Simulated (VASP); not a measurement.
Write the native input for VASP 6.6.1 that does the following.

| Quantity | Value |
| --- | --- |
| Task | single point |
| Functional | PBE |
| Dispersion | D3(BJ) |
| Potentials or basis | VASP PAW PBE potentials, release 64 (Mo_sv, S) |
| Cutoff | 520 eV |
| k mesh | 14 × 14 × 3 |
| Occupations | gaussian, width 0.15 eV |
| Spin | no spin polarisation |
| Dipole correction | no |
| Further INCAR settings | ALGO = Fast; EDIFF = 1e-06; NBANDS = 49 |

The structure of MoS2 lies in POSCAR:

```
MoS2
1.0
   -1.5671157456     -2.7143240927      0.0000000000
    1.5671157456     -2.7143240927      0.0000000000
    0.0000000000     -4.5238734879     18.5649660373
Mo S
3 6
Direct
    0.3317265157      0.3317265157      0.8019281811
    0.1996679443      0.1996679443      0.1603984668
    0.2656972300      0.2656972300      0.4811633240
    0.5270960119      0.5270960119      0.5674847857
   -0.4068747024     -0.4068747024      0.8882496429
    0.4610667262      0.4610667262      0.2467199285
    0.9382691624      0.9382691624      0.0740770051
    0.0042984481      0.0042984481      0.3948418623
    0.0703277338      0.0703277338      0.7156067194
```

This cell differs from its parent crystal: the part above a cut slid along it.

One way to write it, as run:

INCAR

```
SYSTEM = MoS2
PREC     = Accurate       ! precision mode
ENCUT    = 520            ! plane-wave cutoff, eV
EDIFF    = 1E-6           ! SCF threshold, eV
ISMEAR   = 0              ! smearing method
SIGMA    = 0.15           ! smearing width, eV
LREAL    = .False.        ! projectors in reciprocal space
LASPH    = .True.         ! aspherical terms in the spheres
NELM     = 80             ! most SCF steps
ALGO     = Fast           ! electronic algorithm
ISIF     = 2              ! what is computed and relaxed
LWAVE    = .False.        ! write WAVECAR
LCHARG   = .False.        ! write CHGCAR
GGA      = PE             ! functional
IVDW     = 12             ! dispersion correction
NBANDS   = 49             ! bands
```

KPOINTS

```
regular mesh
0
Gamma
  14 14 3
  0 0 0
```

Potentials or basis: VASP PAW PBE potentials, release 64 (Mo_sv, S).

Command:

```console
$ cat potpaw_PBE.64/Mo_sv/POTCAR potpaw_PBE.64/S/POTCAR > POTCAR
$ mpirun -np 1 vasp_std > vasp.out
```

Results of the run:

The pressure is -0.2 GPa. The largest force is 0.108 eV/Å. The band gap on the k mesh is zero (bands 39 and 40 overlap by 0.46 eV). The dispersion energy per atom is -0.434 eV.

Caveat: the cell differs from its parent crystal (the part above a cut slid along it).

It took 51 min on 1 thread of Oxide Virtual Turin-like Processor (shared host), peak memory 0.9 GiB.
